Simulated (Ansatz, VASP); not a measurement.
## One calculation of Ru, two programs

```
CELL_PARAMETERS angstrom
5.39519 0.00000 0.00000
-2.69759 4.67237 0.00000
0.00000 0.00000 26.21713
ATOMIC_POSITIONS crystal
Ru 0.33333 0.16667 0.30514
Ru 0.33333 0.66667 0.30514
Ru 0.83333 0.16667 0.30514
Ru 0.83333 0.66667 0.30514
Ru 0.16667 0.33333 0.38650
Ru 0.16667 0.83333 0.38650
Ru 0.66667 0.33333 0.38650
Ru 0.66667 0.83333 0.38650
Ru 0.33436 0.16684 0.46865
Ru 0.33463 0.66749 0.46849
Ru 0.83248 0.16606 0.46855
Ru 0.83283 0.66699 0.46738
Ru 0.16869 0.33471 0.54865
Ru 0.16573 0.83217 0.54656
Ru 0.66658 0.33516 0.54674
Ru 0.66520 0.83114 0.54692
```

Alike in both runs: task single point; functional PBE; dispersion D3(BJ); k mesh 4 × 4 × 1; occupations gaussian, width 0.1 eV; no spin polarisation.

```csv
,VASP,Ansatz
version,VASP 6.6.1,Ansatz 0.2.0
potentials or method,"VASP PAW PBE potentials, release 64 (Ru_pv), cutoff 400 eV","scalar-relativistic, plane waves, PAW"
valence electrons in the cell,224,256
```

|  | VASP | Ansatz | Ansatz less VASP |
| --- | --- | --- | --- |
| gap on the k mesh at the Fermi level (eV) | none | none | - |
| rms of the force components (eV/Å) | 0.271 | 0.272 | +0.0009 |

Atom by atom the forces differ by 0.005 eV/Å (rms over components). A gap of «none» marks a metal or a gap that the smearing closes. VASP's potentials hold 224 valence electrons a cell and Ansatz's 256, so a difference there can come from the potentials and not from the codes.
